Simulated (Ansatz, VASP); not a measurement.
# Two plane-wave programs on SiC

```
Si C
1.0
     3.09500    0.00000    0.00000
    -1.54750    2.68035    0.00000
     0.00000    0.00000   15.18644
Si C
6 6
Direct
  0.00000 0.00000 0.12504
  0.00000 0.00000 0.62504
  0.33333 0.66667 0.29182
  0.66667 0.33333 0.79182
  0.33333 0.66667 0.95831
  0.66667 0.33333 0.45831
  0.00000 0.00000 0.99969
  0.00000 0.00000 0.49969
  0.33333 0.66667 0.16683
  0.66667 0.33333 0.66683
  0.33333 0.66667 0.83332
  0.66667 0.33333 0.33332
```

Alike in both runs: functional PBE; k mesh 12 × 12 × 2; no spin polarisation.

Ansatz relaxed the structure, and its values are those at the end. VASP's run is a single point on that final structure, the one shown.

|  | VASP | Ansatz |
| --- | --- | --- |
| version | VASP 6.6.1 | Ansatz 0.2.0 |
| potentials or method | VASP PAW PBE potentials, release 64 (Si, C), cutoff 520 eV | scalar-relativistic, plane waves, PAW |
| occupations | gaussian, width 0.01 eV | fixed |
| valence electrons in the cell | 48 | 48 |

```csv
,VASP,Ansatz,Ansatz less VASP
gap on the k mesh at the Fermi level (eV),2.03,2.03,+0.002
least direct gap on the mesh (eV),3.12,3.13,+0.002
pressure (GPa),0.0,0.0,+0.05
```
